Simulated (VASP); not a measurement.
# Sr8H11I4 (a cell with a defect) in VASP: single point with PBEsol

Aim: the single point of Sr8H11I4 (a cell with a defect) with PBEsol.

Program: VASP 6.6.1. These are calculated values, not measurements. Logs are shortened: lines on timing, memory, paths and dates and some standing lists are left out, and cuts for length are marked.

**1. The cell of the first run**

The cell holds a defect, 23 atoms: a = 7.525 Å, b = 8.350 Å, c = 8.350 Å, α = 120.00°, β = 90.00°, γ = 90.00°.

**2. Single point, PBEsol**

Contents of INCAR:

```
ALGO = Normal
EDIFF = 1E-6
ENCUT = 520
GGA = PS
ISIF = 2
ISMEAR = 0
LASPH = T
LCHARG = T
LELF = T
LREAL = Auto
LVHAR = T
LWAVE = F
NBANDS = 76
NELECT = 118.0
NELM = 100
PREC = Accurate
SIGMA = 0.05
```

Contents of KPOINTS:

```
k-points
0
Gamma
  4 3 3
```

Contents of POSCAR:

```
Sr8H11I4
1.0
    0.0000000000      0.0000000000     -7.5247496071
    4.1747609396      7.2308980567      0.0000000000
    4.1747609395     -7.2308980568      0.0000000000
Sr H I
8 11 4
Direct
    0.3105509205      0.3439887685      0.6719943842
    0.3206332799      0.3333333333      0.1666666667
    0.3105509205      0.8280056158      0.6719943842
    0.3105509205      0.8280056158      0.1560112315
    0.6894490795      0.1719943842      0.3280056158
    0.6894490795      0.1719943842      0.8439887685
    0.6894490795      0.6560112315      0.3280056158
    0.6793667201      0.6666666667      0.8333333333
    0.5000000000      0.0000000000      0.0000000000
    0.5000000000      0.5000000000      0.5000000000
    0.5000000000      0.5000000000      0.0000000000
    0.6302176743      0.3129068626      0.6564534313
    0.6432408199      0.3333333333      0.1666666667
    0.6302176743      0.8435465687      0.6564534313
    0.6302176743      0.8435465687      0.1870931374
    0.3697823257      0.1564534313      0.3435465687
    0.3697823257      0.1564534313      0.8129068626
    0.3697823257      0.6870931374      0.3435465687
    0.3567591801      0.6666666667      0.8333333333
    1.0000000000      0.0000000000      0.5000000000
    1.0000000000      0.0000000000      0.0000000000
    1.0000000000      0.5000000000      0.5000000000
    1.0000000000      0.5000000000      0.0000000000
```

Potentials or basis: VASP PAW PBE potentials, release 64 (Sr_sv, H, I).

Command:

```
cat potpaw_PBE.64/Sr_sv/POTCAR potpaw_PBE.64/H/POTCAR potpaw_PBE.64/I/POTCAR > POTCAR
mpirun -np 1 vasp_std > vasp.out
```

OUTCAR:

```text
EDIFF = 1E-6
   ENCUT = 520
   GGA = PS
   ISIF = 2
   ISMEAR = 0
   LASPH = T
   LREAL = Auto
   NELECT = 118.0
   NELM = 100
   PREC = Accurate

 ion  position               nearest neighbor table
   1  0.311  0.344  0.672-  19 2.36  12 2.42  16 2.42  17 2.42  10 2.77  11 2.77  22 3.33  23 3.33
                            20 3.41   8 3.63   5 3.78   6 3.78   3 4.04   4 4.04   2 4.18   2 4.18
   2  0.321  0.333  0.167-  13 2.43  16 2.58  18 2.58  17 2.58   9 2.76  10 2.76  11 2.76  21 3.41
                            22 3.41  23 3.41   7 3.63   5 3.63   6 3.63   4 4.18   1 4.18   3 4.18
   3  0.311  0.828  0.672-  19 2.36  14 2.42  17 2.42  18 2.42  10 2.77   9 2.77  22 3.33  21 3.33
                            20 3.41   8 3.63   6 3.78   7 3.78   1 4.04   4 4.04   2 4.18   2 4.18
   4  0.311  0.828  0.156-  19 2.36  15 2.42  16 2.42  18 2.42   9 2.77  11 2.77  21 3.33  23 3.33
                            20 3.41   8 3.63   5 3.78   7 3.78   1 4.04   3 4.04   2 4.18   2 4.18
   5  0.689  0.172  0.328-  13 2.36  16 2.42  15 2.42  12 2.42  10 2.77   9 2.77  22 3.33  21 3.33
                            20 3.41   2 3.63   4 3.78   1 3.78   7 4.04   6 4.04   8 4.18   8 4.18
   6  0.689  0.172  0.844-  13 2.36  17 2.42  14 2.42  12 2.42   9 2.77  11 2.77  21 3.33  23 3.33
                            20 3.41   2 3.63   3 3.78   1 3.78   7 4.04   5 4.04   8 4.18   8 4.18
   7  0.689  0.656  0.328-  13 2.36  18 2.42  14 2.42  15 2.42  10 2.77  11 2.77  22 3.33  23 3.33
                            20 3.41   2 3.63   3 3.78   4 3.78   5 4.04   6 4.04   8 4.18   8 4.18
   8  0.679  0.667  0.833-  19 2.43  14 2.58  12 2.58  15 2.58   9 2.76  10 2.76  11 2.76  21 3.41
                            22 3.41  23 3.41   1 3.63   3 3.63   4 3.63   6 4.18   7 4.18   5 4.18
   9  0.500  0.000  0.000-   2 2.76   8 2.76   6 2.77   4 2.77   3 2.77   5 2.77
  10  0.500  0.500  0.500-   2 2.76   8 2.76   7 2.77   1 2.77   3 2.77   5 2.77
  11  0.500  0.500  0.000-   2 2.76   8 2.76   6 2.77   4 2.77   7 2.77   1 2.77
  12  0.630  0.313  0.656-   1 2.42   5 2.42   6 2.42   8 2.58
  13  0.643  0.333  0.167-   7 2.36   5 2.36   6 2.36   2 2.43
  14  0.630  0.844  0.656-   3 2.42   6 2.42   7 2.42   8 2.58
  15  0.630  0.844  0.187-   4 2.42   5 2.42   7 2.42   8 2.58
  16  0.370  0.156  0.344-   5 2.42   4 2.42   1 2.42   2 2.58
  17  0.370  0.156  0.813-   6 2.42   3 2.42   1 2.42   2 2.58
  18  0.370  0.687  0.344-   7 2.42   3 2.42   4 2.42   2 2.58
  19  0.357  0.667  0.833-   1 2.36   3 2.36   4 2.36   8 2.43
  20  0.000  0.000  0.500-   3 3.41   5 3.41   1 3.41   7 3.41   6 3.41   4 3.41
  21  0.000  0.000  0.000-   4 3.33   6 3.33   5 3.33   3 3.33   2 3.41   8 3.41
  22  0.000  0.500  0.500-   1 3.33   7 3.33   5 3.33   3 3.33   2 3.41   8 3.41
  23  0.000  0.500  0.000-   4 3.33   6 3.33   1 3.33   7 3.33   2 3.41   8 3.41

  LATTYP: Found a hexagonal cell.
 ALAT       =     8.3495218791
 C/A-ratio  =     0.9012192214

  Lattice vectors:

 A1 = (   4.1747609396,   7.2308980567,   0.0000000000)
 A2 = (   4.1747609395,  -7.2308980568,   0.0000000000)
 A3 = (   0.0000000000,   0.0000000000,  -7.5247496071)

Analysis of symmetry for initial positions (statically):
=====================================================================
 Subroutine PRICEL returns:
 Original cell was already a primitive cell.

 Routine SETGRP: Setting up the symmetry group for a
 hexagonal supercell.

 Subroutine GETGRP returns: Found 12 space group operations
 (whereof  4 operations were pure point group operations)
 out of a pool of 24 trial point group operations.

The static configuration has the point symmetry C_2h.
 The point group associated with its full space group is D_3d.

Analysis of symmetry for dynamics (positions and initial velocities):
=====================================================================
 Subroutine PRICEL returns:
 Original cell was already a primitive cell.

 Routine SETGRP: Setting up the symmetry group for a
 hexagonal supercell.

 Subroutine GETGRP returns: Found 12 space group operations
 (whereof  4 operations were pure point group operations)
 out of a pool of 24 trial point group operations.

The dynamic configuration has the point symmetry C_2h.
 The point group associated with its full space group is D_3d.

 Subroutine INISYM returns: Found 12 space group operations
 (whereof  4 operations are pure point group operations),
 and found     1 'primitive' translations

----------------------------------------------------------------------------------------

                                     Primitive cell

  volume of cell :     454.3033

  direct lattice vectors                    reciprocal lattice vectors
     0.000000000  0.000000000 -7.524749607     0.000000000  0.000000000 -0.132894787
     4.174760940  7.230898057  0.000000000     0.119767337  0.069147704  0.000000000
     4.174760939 -7.230898057  0.000000000     0.119767337 -0.069147704  0.000000000

  length of vectors
     7.524749607  8.349521879  8.349521879     0.132894787  0.138295408  0.138295408

  position of ions in fractional coordinates (direct lattice)
     0.310550920  0.343988768  0.671994384
     0.320633280  0.333333333  0.166666667
     0.310550920  0.828005616  0.671994384
     0.310550920  0.828005616  0.156011232
     0.689449080  0.171994384  0.328005616
     0.689449080  0.171994384  0.843988768
[... 15 lines left out ...]
     0.000000000  0.500000000  0.500000000
     0.000000000  0.500000000  0.000000000

  ion indices of the primitive-cell ions
   primitive index   ion index
                 1           1
                 2           2
                 3           3
                 4           4
                 5           5
                 6           6
[... 15 lines left out ...]
                22          22
                23          23

----------------------------------------------------------------------------------------

 KPOINTS: k-points

Automatic generation of k-mesh.
 Grid dimensions read from file:
 generate k-points for:    4    3    3

 Generating k-lattice:

  Cartesian coordinates                     Fractional coordinates (reciprocal lattice)
     0.000000000  0.000000000 -0.033223697     0.250000000  0.000000000  0.000000000
     0.039922446  0.023049235  0.000000000     0.000000000  0.333333333  0.000000000
     0.039922446 -0.023049235  0.000000000     0.000000000  0.000000000  0.333333333

  Length of vectors
     0.033223697  0.046098469  0.046098469

  Shift w.r.t. Gamma in fractional coordinates (k-lattice)
     0.000000000  0.000000000  0.000000000

 Subroutine IBZKPT returns following result:
 ===========================================

 Found     10 irreducible k-points:

 Following reciprocal coordinates:
            Coordinates               Weight
  0.000000  0.000000  0.000000      1.000000
  0.250000  0.000000  0.000000      2.000000
  0.500000  0.000000  0.000000      1.000000
  0.000000  0.333333  0.000000      6.000000
  0.250000  0.333333  0.000000      6.000000
  0.250000  0.000000  0.333333      6.000000
  0.500000  0.333333  0.000000      6.000000
  0.000000  0.333333  0.333333      2.000000
  0.250000  0.333333  0.333333      4.000000
  0.500000  0.333333  0.333333      2.000000
   k-points           NKPTS =     10   k-points in BZ     NKDIM =     10   number of bands    NBANDS=     76
   number of dos      NEDOS =    301   number of ions     NIONS =     23
   total plane-waves  NPLWV = 229376
   dimension x,y,z NGX =    56 NGY =   64 NGZ =   64
   dimension x,y,z NGXF=   112 NGYF=  128 NGZF=  128
   ions per type =               8  11   4
   NGX,Y,Z   is equivalent  to a cutoff of  12.37, 12.74, 12.74 a.u.
   NGXF,Y,Z  is equivalent  to a cutoff of  24.74, 25.49, 25.49 a.u.
 SYSTEM =  unknown system
   PREC   = accura    normal or accurate (medium, high low for compatibility)
   ISTART =      0    job   : 0-new  1-cont  2-samecut
   ICHARG =      2    charge: 1-file 2-atom 10-const
   ISPIN  =      1    spin polarized calculation?
   LNONCOLLINEAR =      F non collinear calculations
   LSORBIT =      F    spin-orbit coupling
   LASPH  =      T    aspherical Exc in radial PAW
   ENCUT  =  520.0 eV  38.22 Ry    6.18 a.u.  13.99 15.52 15.52*2*pi/ulx,y,z
   NELM   =    100;   NELMIN=  2; NELMDL= -5     # of ELM steps
   EDIFF  = 0.1E-05   stopping-criterion for ELM
   LREAL  =      T    real-space projection
   EDIFFG = 0.1E-04   stopping-criterion for IOM
   NSW    =      0    number of steps for IOM
   IBRION =     -1    ionic relax: 0-MD 1-quasi-New 2-CG
   NFREE  =      0    steps in history (QN), initial steepest desc. (CG)
   ISIF   =      2    stress and relaxation
   ISYM   =      2    0-nonsym 1-usesym 2-fastsym
   POTIM  = 0.5000    time-step for ionic-motion
   TEBEG  =    0.0;   TEEND  =   0.0 temperature during run
   PSTRESS=    0.0 pullay stress
   NELECT =     118.0000    total number of electrons
   NUPDOWN=      -1.0000    fix difference up-down
   EMIN   =  10.00;   EMAX   =-10.00  energy-range for DOS
   EFERMI =   0.00;   METHOD = LEGACY
   ISMEAR =     0;   SIGMA  =   0.05  broadening in eV -4-tet -1-fermi 0-gaus
   EFERMI_NEDOS =   21; number of points for ismear=-14 and -15
   IALGO  =     38    algorithm
   IMIX   =      4    mixing-type and parameters
     AMIX     =   0.40;   BMIX     =  1.00
     AMIX_MAG =   1.60;   BMIX_MAG =  1.00
  volume/ion in A,a.u.               =      19.75       133.30
  Fermi-wavevector in a.u.,A,eV,Ry     =   1.044528  1.973872 14.844491  1.091039
  Thomas-Fermi vector in A             =   2.179285
   LORBIT       =      0    0 simple, 1 ext, 2 COOP (PROOUT), +10 PAW based schemes
   GGA     = PS    functional components
   LHFCALC =     F    Hartree Fock is set to
   AEXX    =    0.0000 exact exchange contribution
   IVDW    =     0    specifies the selected vdW correction
   LEPSILON=     F    determine dielectric tensor
   LRPA    =     F    only Hartree local field effects (RPA)
 non-spin polarized calculation
 Gauss-broadening in eV      SIGMA  =   0.05
  energy-cutoff  :      520.00
  volume of cell :      454.30
 maximum number of plane-waves:     12264
 NGX is ok and might be reduce to    56
   NGX = 27   NGY = 31   NGZ = 31

 number of electron     118.0000006 magnetization

 Free energy of the ion-electron system (eV)
  ---------------------------------------------------
  ext. energy  EPLUGINS =         0.00000000
  ---------------------------------------------------
  free energy    TOTEN  =       -82.92652872 eV

  energy without entropy =      -82.92652872  energy(sigma->0) =      -82.92652872

 E-fermi :   2.4169     XC(G=0):  -9.0109

 val. band max:        2.1825674433   @ k =   0.5000   0.0000   0.0000
 cond. band min:       4.7660301458   @ k =   0.0000   0.3333   0.3333
 fundamental gap:      2.5834627025
 Fermi energy:         2.4169172911

 k-point     1 :       0.0000    0.0000    0.0000
  band No.  band energies     occupation
      1     -31.8004      2.00000
      2     -31.7986      2.00000
      3     -31.5000      2.00000
      4     -31.4822      2.00000
      5     -31.4822      2.00000
      6     -31.4759      2.00000
[... 63 lines left out ...]
     70       6.6208      0.00000
     71       6.6969      0.00000

 k-point     2 :       0.2500    0.0000    0.0000
  band No.  band energies     occupation
      1     -31.8004      2.00000
      2     -31.7986      2.00000
      3     -31.4999      2.00000
      4     -31.4821      2.00000
      5     -31.4821      2.00000
      6     -31.4761      2.00000
[... 584 lines left out ...]
 k-point    10 :       0.5000    0.3333    0.3333
  band No.  band energies     occupation
      1     -31.7993      2.00000
      2     -31.7993      2.00000
      3     -31.4923      2.00000
      4     -31.4873      2.00000
      5     -31.4873      2.00000
      6     -31.4727      2.00000
[... 63 lines left out ...]
     70       6.8727      0.00000
     71       6.8753      0.00000
 [bands above 71 left out]

------------------------ aborting loop because EDIFF is reached ----------------------------------------

  FORCE on cell =-STRESS in cart. coord.  units (eV):
  Direction    XX          YY          ZZ          XY          YZ          ZX
  --------------------------------------------------------------------------------------
  -------------------------------------------------------------------------------------
  Total       -4.4694620     -4.4694620     -3.9312719      0.0000000     -0.0000000      0.0000000
  in kB      -15.7623126    -15.7623126    -13.8642943      0.0000000     -0.0000000      0.0000000
  external PRESSURE =     -15.1296398 kB  Pullay stress =       0.0000000 kB

 VOLUME and BASIS-vectors are now :
 -----------------------------------------------------------------------------
  energy-cutoff  :      520.00
  volume of cell :      454.30
      direct lattice vectors                 reciprocal lattice vectors
     0.000000000  0.000000000 -7.524749607     0.000000000  0.000000000 -0.132894787
     4.174760940  7.230898057  0.000000000     0.119767337  0.069147704  0.000000000
     4.174760939 -7.230898057  0.000000000     0.119767337 -0.069147704  0.000000000

 POSITION                                       TOTAL-FORCE (eV/Angst)
 -----------------------------------------------------------------------------------
      4.24149     -2.37178     -2.33682        -0.009655     -0.005574      0.012288
      2.08738      1.20515     -2.41269        -0.000000      0.000000      0.009862
      6.26214      1.12810     -2.33682         0.000000      0.011149      0.012288
      4.10804      4.85912     -2.33682         0.009655     -0.005574      0.012288
      2.08738     -1.12810     -5.18793        -0.000000     -0.011149     -0.012288
      4.24149     -4.85912     -5.18793        -0.009655      0.005574     -0.012288
[... 15 lines left out ...]
      4.17476     -0.00000      0.00000        -0.000000      0.000000     -0.000000
      2.08738      3.61545      0.00000        -0.000000      0.000000     -0.000000
 -----------------------------------------------------------------------------------
    total drift:                                0.000000     -0.000000     -0.000000

  FREE ENERGIE OF THE ION-ELECTRON SYSTEM (eV)
  ---------------------------------------------------
  free  energy   TOTEN  =       -82.9265287244 eV

  energy  without entropy=      -82.9265287244  energy(sigma->0) =      -82.92652872
```

It took 15 min on 1 thread of Intel Xeon Platinum 8488C (Sapphire Rapids), shared host; peak memory 0.61 GiB.

What came out:

```yaml
Free_energy: -82.9265 eV
Largest_force: 0.017 eV/Å
```

Forces on the atoms (eV/Å):
```
Sr  -0.010 -0.006  0.012
Sr   0.000  0.000  0.010
Sr   0.000  0.011  0.012
Sr   0.010 -0.006  0.012
Sr   0.000 -0.011 -0.012
Sr  -0.010  0.006 -0.012
Sr   0.010  0.006 -0.012
Sr   0.000  0.000 -0.010
H    0.000  0.000  0.000
H    0.000  0.000  0.000
H    0.000  0.000  0.000
H   -0.001 -0.001 -0.013
H    0.000  0.000  0.006
H    0.000  0.001 -0.013
H    0.001 -0.001 -0.013
H    0.000 -0.001  0.013
H   -0.001  0.001  0.013
H    0.001  0.001  0.013
H    0.000  0.000 -0.006
I    0.000  0.000  0.000
I    0.000  0.000  0.000
I    0.000  0.000  0.000
I    0.000  0.000  0.000
```

Caveat: the cell carries a net charge on a neutralising background, which shifts energy and pressure; the cell is charged against a uniform background, so pressure and absolute levels hang on convention; the PAW data sets were made with another functional, which shifts forces and pressure a little; spin-orbit coupling is left out, which moves the levels of the heavy elements.
